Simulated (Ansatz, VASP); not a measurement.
## Two plane-wave programs on AlN

```
CELL_PARAMETERS angstrom
0.00000 2.01679 2.01679
2.01679 0.00000 2.01679
2.01679 2.01679 0.00000
ATOMIC_POSITIONS crystal
Al 0.00000 0.00000 0.00000
N 0.50000 0.50000 0.50000
```

Change from the starting cell: volume scaled by 1.06, PAW files.

Alike in both runs: task electric field gradients; functional LDA; k mesh 12 × 12 × 12; occupations fermi-dirac, width 0.01 eV; no spin polarisation.

```csv
,VASP,Ansatz
version,VASP 6.6.1,Ansatz 0.2.0
potentials or method,"VASP PAW LDA potentials, release 64 (Al, N)","PAW with Ansatz's default frozen-core files, scalar-relativistic"
plane-wave cutoff (eV),520,420
valence electrons in the cell,8,8
```

|  | VASP | Ansatz | Ansatz less VASP |
| --- | --- | --- | --- |
| gap on the k mesh at the Fermi level (eV) | 4.53 | 4.54 | +0.013 |
| pressure (GPa) | -3.9 | -4.5 | -0.61 |

LDA's correlation is that of Perdew and Zunger in VASP and of Perdew and Wang (1992) in Ansatz.
